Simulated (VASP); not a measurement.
Here is a VASP 6.6.1 calculation.

POSCAR

```
Se
1.0
   -1.7350000000      1.7350000000      1.7350000000
    1.7350000000     -1.7350000000      1.7350000000
    1.7350000000      1.7350000000     -1.7350000000
Se
1
Direct
    0.0000000000      0.0000000000      0.0000000000
```

File INCAR.step1:

```
SYSTEM = Se
PREC     = Accurate       ! precision mode
ENCUT    = 550            ! plane-wave cutoff, eV
ISMEAR   = -1             ! smearing method
SIGMA    = 0.02           ! smearing width, eV
LREAL    = .FALSE.        ! projectors in reciprocal space
LASPH    = .TRUE.         ! aspherical terms in the spheres
NELM     = 120            ! most SCF steps
GGA      = PE             ! functional
ALGO     = Normal         ! electronic algorithm
EDIFF    = 1E-5           ! SCF threshold, eV
LWAVE    = .TRUE.         ! write WAVECAR
LCHARG   = .FALSE.        ! write CHGCAR
GGA_COMPAT= .FALSE.      
IBRION   = 2              ! ionic algorithm
ISIF     = 3              ! what is computed and relaxed
EDIFFG   = -0.005         ! ionic threshold
NELMIN   = 4            
NSW      = 100            ! ionic steps
```

The input INCAR.step2:

```
SYSTEM = Se
PREC     = Accurate       ! precision mode
ENCUT    = 550            ! plane-wave cutoff, eV
EDIFF    = 1E-7           ! SCF threshold, eV
ISMEAR   = -1             ! smearing method
SIGMA    = 0.02           ! smearing width, eV
LREAL    = .FALSE.        ! projectors in reciprocal space
LASPH    = .TRUE.         ! aspherical terms in the spheres
NELM     = 120            ! most SCF steps
ALGO     = Normal         ! electronic algorithm
ISIF     = 3              ! what is computed and relaxed
LWAVE    = .FALSE.        ! write WAVECAR
LCHARG   = .FALSE.        ! write CHGCAR
METAGGA  = R2SCAN         ! meta-GGA
LMIXTAU  = .TRUE.       
IBRION   = 2              ! ionic algorithm
NSW      = 80             ! ionic steps
EDIFFG   = -0.02          ! ionic threshold
ISTART   = 1            
GGA_COMPAT= .FALSE.      
NELMIN   = 4
```

KPOINTS

```
regular mesh
0
G
  9 9 9
  0 0 0
```

Potentials or basis: VASP PAW PBE potentials, release 64 (Se).

The run is started by

```sh
$ cat potpaw_PBE.64/Se/POTCAR > POTCAR
$ cp INCAR.step1 INCAR
$ mpirun -np 1 vasp_std > vasp.out
$ cp INCAR.step2 INCAR
$ mpirun -np 1 vasp_std > vasp.out
```

(1) Predict the band gap on the k mesh.

(2) What does it give for the relaxed volume?

(3) Estimate the relaxed cell.

## Answers

(1) zero (bands 3 and 4 overlap by 6.34 eV).

(2) 20.40 Å³/atom.

(3) a = 2.982 Å, b = 2.982 Å, c = 2.982 Å, α = 109.47°, β = 109.47°, γ = 109.47°.

Caveat: the PAW data sets were made with another functional, which shifts forces and pressure a little.
